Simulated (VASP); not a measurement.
# KMgF3 (P4/mmm) in VASP: further runs

KMgF3 is run at these levels: PBE; tasks: single point.

All numbers are computed with VASP 6.6.1; they aren't measurements. Logs are shortened: lines on timing, memory, paths and dates and some standing lists are left out, and cuts for length are marked.

## Step 1: The cell of the first run

The structure is tetragonal, space group P4/mmm (No. 123). The conventional cell has a = 3.866 Å, b = 3.866 Å, c = 4.105 Å, α = 90.00°, β = 90.00°, γ = 90.00°. Within 3.6 Å of K (site symmetry 4/mmm) lie 12 F at 2.73 to 2.82 Å and 8 Mg at 3.42 Å. Within 2.6 Å of Mg (site symmetry 4/mmm) lie 6 F at 1.93 to 2.05 Å. Within 2.6 Å of F (site symmetry mmm) lie 2 Mg at 1.93 Å. Within 2.7 Å of F (site symmetry 4/mmm) lie 2 Mg at 2.05 Å.

## Step 2: Single point, PBE (strain -0.030 along x and y, +0.030 along z)

Input file INCAR:

```
ALGO = Normal
EDIFF = 1E-6
ENCUT = 520
GGA = PE
ISIF = 2
ISMEAR = 0
LASPH = True
LCHARG = True
LELF = True
LREAL = False
LVHAR = True
LWAVE = False
NBANDS = 24
NELM = 100
PREC = Accurate
SIGMA = 0.05
```

Input file KPOINTS:

```
k-points
0
Gamma
  6 6 6
```

Input file POSCAR:

```
KMgF3
1.0
    3.8663230000      0.0000000000      0.0000000000
    0.0000000000      3.8663230000      0.0000000000
    0.0000000000      0.0000000000      4.1054770000
K Mg F
1 1 3
Direct
    0.5000000000      0.5000000000      0.5000000000
    0.0000000000      0.0000000000      0.0000000000
    0.5000000000      0.0000000000      0.0000000000
    0.0000000000      0.5000000000      0.0000000000
    0.0000000000      0.0000000000      0.5000000000
```

Potentials or basis: VASP PAW PBE potentials, release 64 (K_sv, Mg, F).

The run is started by

```sh
$ cat potpaw_PBE.64/K_sv/POTCAR potpaw_PBE.64/Mg/POTCAR potpaw_PBE.64/F/POTCAR > POTCAR
$ mpirun -np 1 vasp_std > vasp.out
```

OUTCAR:

```text
EDIFF = 1E-6
   ENCUT = 520
   GGA = PE
   ISIF = 2
   ISMEAR = 0
   LASPH = True
   LREAL = False
   NELM = 100
   PREC = Accurate

 ion  position               nearest neighbor table
   1  0.500  0.500  0.500-   5 2.73   5 2.73   5 2.73   5 2.73   4 2.82   3 2.82   4 2.82   3 2.82
                             4 2.82   3 2.82   4 2.82   3 2.82   2 3.42   2 3.42   2 3.42   2 3.42
   2  0.000  0.000  0.000-   3 1.93   4 1.93   4 1.93   3 1.93   5 2.05   5 2.05   1 3.42   1 3.42
                             1 3.42   1 3.42   1 3.42   1 3.42   1 3.42   1 3.42
   3  0.500  0.000  0.000-   2 1.93   2 1.93   1 2.82   1 2.82   1 2.82   1 2.82
   4  0.000  0.500  0.000-   2 1.93   2 1.93   1 2.82   1 2.82   1 2.82   1 2.82
   5  0.000  0.000  0.500-   2 2.05   2 2.05   1 2.73   1 2.73   1 2.73   1 2.73

  LATTYP: Found a simple tetragonal cell.
 ALAT       =     3.8663230000
 C/A-ratio  =     1.0618556701

  Lattice vectors:

 A1 = (   3.8663230000,   0.0000000000,   0.0000000000)
 A2 = (   0.0000000000,   3.8663230000,   0.0000000000)
 A3 = (   0.0000000000,   0.0000000000,   4.1054770000)

Analysis of symmetry for initial positions (statically):
=====================================================================
 Subroutine PRICEL returns:
 Original cell was already a primitive cell.

 Routine SETGRP: Setting up the symmetry group for a
 simple tetragonal supercell.

 Subroutine GETGRP returns: Found 16 space group operations
 (whereof 16 operations were pure point group operations)
 out of a pool of 16 trial point group operations.

The static configuration has the point symmetry D_4h.

Analysis of symmetry for dynamics (positions and initial velocities):
=====================================================================
 Subroutine PRICEL returns:
 Original cell was already a primitive cell.

 Routine SETGRP: Setting up the symmetry group for a
 simple tetragonal supercell.

 Subroutine GETGRP returns: Found 16 space group operations
 (whereof 16 operations were pure point group operations)
 out of a pool of 16 trial point group operations.

The dynamic configuration has the point symmetry D_4h.

 Subroutine INISYM returns: Found 16 space group operations
 (whereof 16 operations are pure point group operations),
 and found     1 'primitive' translations

----------------------------------------------------------------------------------------

                                     Primitive cell

  volume of cell :      61.3705

  direct lattice vectors                    reciprocal lattice vectors
     3.866323000  0.000000000  0.000000000     0.258643678  0.000000000  0.000000000
     0.000000000  3.866323000  0.000000000     0.000000000  0.258643678  0.000000000
     0.000000000  0.000000000  4.105477000     0.000000000  0.000000000  0.243577056

  length of vectors
     3.866323000  3.866323000  4.105477000     0.258643678  0.258643678  0.243577056

  position of ions in fractional coordinates (direct lattice)
     0.500000000  0.500000000  0.500000000
     0.000000000  0.000000000  0.000000000
     0.500000000  0.000000000  0.000000000
     0.000000000  0.500000000  0.000000000
     0.000000000  0.000000000  0.500000000

  ion indices of the primitive-cell ions
   primitive index   ion index
                 1           1
                 2           2
                 3           3
                 4           4
                 5           5

----------------------------------------------------------------------------------------

 KPOINTS: k-points

Automatic generation of k-mesh.
 Grid dimensions read from file:
 generate k-points for:    6    6    6

 Generating k-lattice:

  Cartesian coordinates                     Fractional coordinates (reciprocal lattice)
     0.043107280  0.000000000  0.000000000     0.166666667  0.000000000  0.000000000
     0.000000000  0.043107280  0.000000000     0.000000000  0.166666667  0.000000000
     0.000000000  0.000000000  0.040596176     0.000000000  0.000000000  0.166666667

  Length of vectors
     0.043107280  0.043107280  0.040596176

  Shift w.r.t. Gamma in fractional coordinates (k-lattice)
     0.000000000  0.000000000  0.000000000

 Subroutine IBZKPT returns following result:
 ===========================================

 Found     40 irreducible k-points:

 Following reciprocal coordinates:
            Coordinates               Weight
  0.000000  0.000000  0.000000      1.000000
  0.166667  0.000000  0.000000      4.000000
  0.333333  0.000000  0.000000      4.000000
  0.500000  0.000000  0.000000      2.000000
  0.166667  0.166667  0.000000      4.000000
  0.333333  0.166667  0.000000      8.000000
[... 16 lines left out ...]
  0.333333  0.000000  0.333333      8.000000
  0.500000  0.000000  0.333333      4.000000
 [... further k-points ...]
   k-points           NKPTS =     40   k-points in BZ     NKDIM =     40   number of bands    NBANDS=     24
   number of dos      NEDOS =    301   number of ions     NIONS =      5
   total plane-waves  NPLWV =  28800
   dimension x,y,z NGX =    30 NGY =   30 NGZ =   32
   dimension x,y,z NGXF=    60 NGYF=   60 NGZF=   64
   ions per type =               1   1   3
   NGX,Y,Z   is equivalent  to a cutoff of  12.90, 12.90, 12.96 a.u.
   NGXF,Y,Z  is equivalent  to a cutoff of  25.80, 25.80, 25.92 a.u.
 SYSTEM =  unknown system
   PREC   = accura    normal or accurate (medium, high low for compatibility)
   ISTART =      0    job   : 0-new  1-cont  2-samecut
   ICHARG =      2    charge: 1-file 2-atom 10-const
   ISPIN  =      1    spin polarized calculation?
   LNONCOLLINEAR =      F non collinear calculations
   LSORBIT =      F    spin-orbit coupling
   LASPH  =      T    aspherical Exc in radial PAW
   ENCUT  =  520.0 eV  38.22 Ry    6.18 a.u.   7.19  7.19  7.63*2*pi/ulx,y,z
   NELM   =    100;   NELMIN=  2; NELMDL= -5     # of ELM steps
   EDIFF  = 0.1E-05   stopping-criterion for ELM
   LREAL  =      F    real-space projection
   EDIFFG = 0.1E-04   stopping-criterion for IOM
   NSW    =      0    number of steps for IOM
   IBRION =     -1    ionic relax: 0-MD 1-quasi-New 2-CG
   NFREE  =      0    steps in history (QN), initial steepest desc. (CG)
   ISIF   =      2    stress and relaxation
   ISYM   =      2    0-nonsym 1-usesym 2-fastsym
   POTIM  = 0.5000    time-step for ionic-motion
   TEBEG  =    0.0;   TEEND  =   0.0 temperature during run
   PSTRESS=    0.0 pullay stress
   NELECT =      32.0000    total number of electrons
   NUPDOWN=      -1.0000    fix difference up-down
   EMIN   =  10.00;   EMAX   =-10.00  energy-range for DOS
   EFERMI =   0.00;   METHOD = LEGACY
   ISMEAR =     0;   SIGMA  =   0.05  broadening in eV -4-tet -1-fermi 0-gaus
   EFERMI_NEDOS =   21; number of points for ismear=-14 and -15
   IALGO  =     38    algorithm
   IMIX   =      4    mixing-type and parameters
     AMIX     =   0.40;   BMIX     =  1.00
     AMIX_MAG =   1.60;   BMIX_MAG =  1.00
  volume/ion in A,a.u.               =      12.27        82.83
  Fermi-wavevector in a.u.,A,eV,Ry     =   1.317665  2.490025 23.622977  1.736240
  Thomas-Fermi vector in A             =   2.447690
   LORBIT       =      0    0 simple, 1 ext, 2 COOP (PROOUT), +10 PAW based schemes
   GGA     = PE    functional components
   LHFCALC =     F    Hartree Fock is set to
   AEXX    =    0.0000 exact exchange contribution
   IVDW    =     0    specifies the selected vdW correction
   LEPSILON=     F    determine dielectric tensor
   LRPA    =     F    only Hartree local field effects (RPA)
 non-spin polarized calculation
 Gauss-broadening in eV      SIGMA  =   0.05
  energy-cutoff  :      520.00
  volume of cell :       61.37
 maximum number of plane-waves:      1664
 NGX is ok and might be reduce to    30
   NGX = 15   NGY = 15   NGZ = 15

 number of electron      32.0000032 magnetization

 Free energy of the ion-electron system (eV)
  ---------------------------------------------------
  ext. energy  EPLUGINS =         0.00000000
  ---------------------------------------------------
  free energy    TOTEN  =       -24.30052139 eV

  energy without entropy =      -24.30052139  energy(sigma->0) =      -24.30052139

 E-fermi :  -1.0848     XC(G=0):  -9.8390

 val. band max:       -1.3949867821   @ k =   0.5000   0.5000   0.5000
 cond. band min:       6.0996738412   @ k =   0.0000   0.0000   0.0000
 fundamental gap:      7.4946606232
 Fermi energy:        -1.0848071131

 k-point     1 :       0.0000    0.0000    0.0000
  band No.  band energies     occupation
      1     -27.0328      2.00000
      2     -21.6897      2.00000
      3     -21.0215      2.00000
      4     -20.8389      2.00000
      5     -10.5708      2.00000
      6     -10.5057      2.00000
[... 16 lines left out ...]
     23      12.9772      0.00000
     24      15.1406      0.00000

 k-point     2 :       0.1667    0.0000    0.0000
  band No.  band energies     occupation
      1     -27.0230      2.00000
      2     -21.6499      2.00000
      3     -21.0566      2.00000
      4     -20.8484      2.00000
      5     -10.5524      2.00000
      6     -10.5068      2.00000
[... 16 lines left out ...]
     23      12.9830      0.00000
     24      15.1560      0.00000

 k-point     3 :       0.3333    0.0000    0.0000
  band No.  band energies     occupation
      1     -27.0033      2.00000
      2     -21.5471      2.00000
      3     -21.1578      2.00000
      4     -20.8587      2.00000
      5     -10.5150      2.00000
      6     -10.5091      2.00000
[... 16 lines left out ...]
     23      12.9365      0.00000
     24      15.1833      0.00000
[... 514 lines left out ...]
 k-point    23 :       0.3333    0.0000    0.3333
  band No.  band energies     occupation
      1     -26.9888      2.00000
      2     -21.4805      2.00000
      3     -21.1506      2.00000
      4     -20.9336      2.00000
      5     -10.5741      2.00000
      6     -10.5245      2.00000
[... 16 lines left out ...]
     23      13.0788      0.00000
     24      13.5746      0.00000

 k-point    24 :       0.5000    0.0000    0.3333
  band No.  band energies     occupation
      1     -26.9806      2.00000
      2     -21.3598      2.00000
      3     -21.2614      2.00000
      4     -20.9386      2.00000
      5     -10.5784      2.00000
      6     -10.5576      2.00000
[... 16 lines left out ...]
     23      13.2769      0.00000
     24      13.5899      0.00000

 [... further k-points ...]
[... 5 lines left out ...]
  --------------------------------------------------------------------------------------
  -------------------------------------------------------------------------------------
  Total        3.3785493      3.3785493      0.7998535      0.0000000      0.0000000      0.0000000
  in kB       88.2025118     88.2025118     20.8814724      0.0000000      0.0000000      0.0000000
  external PRESSURE =      65.7621653 kB  Pullay stress =       0.0000000 kB

 VOLUME and BASIS-vectors are now :
 -----------------------------------------------------------------------------
  energy-cutoff  :      520.00
  volume of cell :       61.37
      direct lattice vectors                 reciprocal lattice vectors
     3.866323000  0.000000000  0.000000000     0.258643678  0.000000000  0.000000000
     0.000000000  3.866323000  0.000000000     0.000000000  0.258643678  0.000000000
     0.000000000  0.000000000  4.105477000     0.000000000  0.000000000  0.243577056

 POSITION                                       TOTAL-FORCE (eV/Angst)
 -----------------------------------------------------------------------------------
      1.93316      1.93316      2.05274         0.000000      0.000000      0.000000
      0.00000      0.00000      0.00000         0.000000      0.000000      0.000000
      1.93316      0.00000      0.00000         0.000000      0.000000      0.000000
      0.00000      1.93316      0.00000         0.000000      0.000000      0.000000
      0.00000      0.00000      2.05274         0.000000      0.000000      0.000000
 -----------------------------------------------------------------------------------
    total drift:                                0.000000     -0.000000      0.000000

  FREE ENERGIE OF THE ION-ELECTRON SYSTEM (eV)
  ---------------------------------------------------
  free  energy   TOTEN  =       -24.3005213922 eV

  energy  without entropy=      -24.3005213922  energy(sigma->0) =      -24.30052139
```

Run time: 31 s. Hardware: 1 thread of Intel Xeon Platinum 8488C (Sapphire Rapids), shared host; peak memory 0.21 GiB.

What came out:

| Property | Result |
| --- | --- |
| Free energy | -24.3005 eV |
| Pressure | 6.6 GPa |
| Band gap on the k mesh | 7.49 eV, indirect (least direct gap 7.85 eV) |

Caveat: the cell differs from its parent crystal (strain -0.030 along x and y, +0.030 along z). A k mesh can miss the band edges.

## Step 3: Single point, PBE (strain +0.000 along x and y, -0.030 along z)

Input file INCAR:

```
  ALGO = Normal
  EDIFF = 1E-6
  ENCUT = 520
  GGA = PE
  ISIF = 2
  ISMEAR = 0
  LASPH = True
  LCHARG = False
  LREAL = False
  LWAVE = False
  NBANDS = 24
  NELM = 80
  PREC = Accurate
  SIGMA = 0.05
```

KPOINTS is that of step 2.

Changes to POSCAR since step 2:

```diff
@@ -2,5 +2,5 @@
 1.0
-    3.8663230000      0.0000000000      0.0000000000
-    0.0000000000      3.8663230000      0.0000000000
-    0.0000000000      0.0000000000      4.1054770000
+    3.9859000000      0.0000000000      0.0000000000
+    0.0000000000      3.9859000000      0.0000000000
+    0.0000000000      0.0000000000      3.8663230000
 K Mg F
```

Potentials or basis: VASP PAW PBE potentials, release 64 (K_sv, Mg, F).

The run is started by

```sh
$ cat potpaw_PBE.64/K_sv/POTCAR potpaw_PBE.64/Mg/POTCAR potpaw_PBE.64/F/POTCAR > POTCAR
$ mpirun -np 1 vasp_std > vasp.out
```

Run time: 30 s. Hardware: 1 thread of Intel Xeon Platinum 8488C (Sapphire Rapids), shared host; peak memory 0.2 GiB.

Results (log left out):

```
Free energy            : -24.3407 eV
Pressure               : 6.2 GPa
Band gap on the k mesh : 7.53 eV, indirect (least direct gap 7.86 eV)
```

Stress tensor (GPa, compression positive):
```
4.90 0.00 0.00
0.00 4.90 0.00
0.00 0.00 8.68
```

Levels at points of the mesh, in eV from the valence-band top:
| k point | band 13 | band 14 | band 15 | band 16 | band 17 | band 18 | band 19 | band 20 |
| --- | --- | --- | --- | --- | --- | --- | --- | --- |
| (0.00, 0.00, 0.00) | -0.62 | -0.33 | -0.33 | -0.33 | 7.53 | 10.04 | 10.19 | 12.16 |
| (0.50, 0.00, 0.00) | -0.86 | -0.84 | -0.55 | -0.55 | 10.26 | 10.73 | 11.12 | 12.82 |
| (0.50, 0.50, 0.00) | -1.03 | -1.03 | -1.03 | -0.05 | 11.06 | 11.72 | 12.84 | 12.84 |
| (0.00, 0.00, 0.50) | -1.01 | -0.92 | -0.56 | -0.56 | 10.39 | 10.79 | 11.35 | 12.86 |
| (0.50, 0.00, 0.50) | -1.08 | -0.88 | -0.88 | -0.02 | 11.09 | 11.90 | 12.87 | 12.91 |
| (0.50, 0.50, 0.50) | -1.11 | -0.03 | 0.00 | 0.00 | 10.55 | 10.55 | 10.56 | 14.04 |

Caveat: the cell differs from its parent crystal (strain +0.000 along x and y, -0.030 along z). A k mesh can miss the band edges.

## Step 4: Single point, PBE (strain +0.000 along x and y, -0.015 along z)

Input file INCAR:

```
SYSTEM = KMgF3
ALGO = Normal
EDIFF = 1E-7
ENCUT = 520
GGA = PE
ISIF = 2
ISMEAR = 0
LASPH = .True.
LCHARG = .False.
LREAL = .False.
LWAVE = .False.
NBANDS = 24
NELM = 100
PREC = Accurate
SIGMA = 0.05
```

Input file KPOINTS:

```
k-points
0
Gamma
  6 6 6
  0 0 0
```

Changes to POSCAR since step 3:

```diff
@@ -4,3 +4,3 @@
     0.0000000000      3.9859000000      0.0000000000
-    0.0000000000      0.0000000000      3.8663230000
+    0.0000000000      0.0000000000      3.9261115000
 K Mg F
```

Potentials or basis: VASP PAW PBE potentials, release 64 (K_sv, Mg, F).

The run is started by

```sh
$ cat potpaw_PBE.64/K_sv/POTCAR potpaw_PBE.64/Mg/POTCAR potpaw_PBE.64/F/POTCAR > POTCAR
$ mpirun -np 1 vasp_std > vasp.out
```

OUTCAR:

```text
SYSTEM = KMgF3
   EDIFF = 1E-7
   ENCUT = 520
   GGA = PE
   ISIF = 2
   ISMEAR = 0
   LASPH = .True.
   LREAL = .False.
   NELM = 100
   PREC = Accurate

 ion  position               nearest neighbor table
   1  0.500  0.500  0.500-   3 2.80   4 2.80   3 2.80   4 2.80   3 2.80   3 2.80   4 2.80   4 2.80
                             5 2.82   5 2.82   5 2.82   5 2.82   2 3.43   2 3.43   2 3.43   2 3.43
   2  0.000  0.000  0.000-   5 1.96   5 1.96   3 1.99   4 1.99   4 1.99   3 1.99   1 3.43   1 3.43
[... 858 lines left out ...]
  -------------------------------------------------------------------------------------
  Total        1.6032323      1.6032323      2.2713637      0.0000000     -0.0000000      0.0000000
  in kB       41.1804985     41.1804985     58.3420710      0.0000000     -0.0000000      0.0000000
  external PRESSURE =      46.9010227 kB  Pullay stress =       0.0000000 kB

 VOLUME and BASIS-vectors are now :
 -----------------------------------------------------------------------------
  energy-cutoff  :      520.00
  volume of cell :       62.38
      direct lattice vectors                 reciprocal lattice vectors
     3.985900000  0.000000000  0.000000000     0.250884367  0.000000000  0.000000000
     0.000000000  3.985900000  0.000000000     0.000000000  0.250884367  0.000000000
     0.000000000  0.000000000  3.926111500     0.000000000  0.000000000  0.254704942

 POSITION                                       TOTAL-FORCE (eV/Angst)
 -----------------------------------------------------------------------------------
      1.99295      1.99295      1.96306         0.000000      0.000000      0.000000
      0.00000      0.00000      0.00000         0.000000      0.000000      0.000000
      1.99295      0.00000      0.00000         0.000000      0.000000      0.000000
      0.00000      1.99295      0.00000         0.000000      0.000000      0.000000
      0.00000      0.00000      1.96306         0.000000      0.000000      0.000000
 -----------------------------------------------------------------------------------
    total drift:                                0.000000     -0.000000      0.000000

  FREE ENERGIE OF THE ION-ELECTRON SYSTEM (eV)
  ---------------------------------------------------
  free  energy   TOTEN  =       -24.3856524029 eV

  energy  without entropy=      -24.3856524029  energy(sigma->0) =      -24.38565240
```

It took 33 s on 1 thread of Intel Xeon Platinum 8488C (Sapphire Rapids), shared host; peak memory 0.2 GiB.

What came out:

- Free energy: -24.3857 eV
- Pressure: 4.7 GPa
- Band gap on the k mesh: 7.42 eV, indirect (least direct gap 7.74 eV)

Caveat: the cell differs from its parent crystal (strain +0.000 along x and y, -0.015 along z).

## Step 5: Overview

```tsv
cell	gap on the mesh (eV)	pressure (GPa)
a = 3.866, b = 3.866, c = 4.105 Å, 5 atoms	7.49	6.6
a = 3.986, b = 3.986, c = 3.866 Å, 5 atoms	7.53	6.2
a = 3.986, b = 3.986, c = 3.926 Å, 5 atoms	7.42	4.7
```

Alike in all rows: task single point; level PBE; potentials or basis VASP PAW PBE potentials, release 64 (K_sv, Mg, F); no spin polarisation; k mesh 6 × 6 × 6; cutoff (eV) 520; smearing gaussian 0.05 eV.

Total energies depend on the potentials used, so only differences within one code and one set of settings carry meaning.
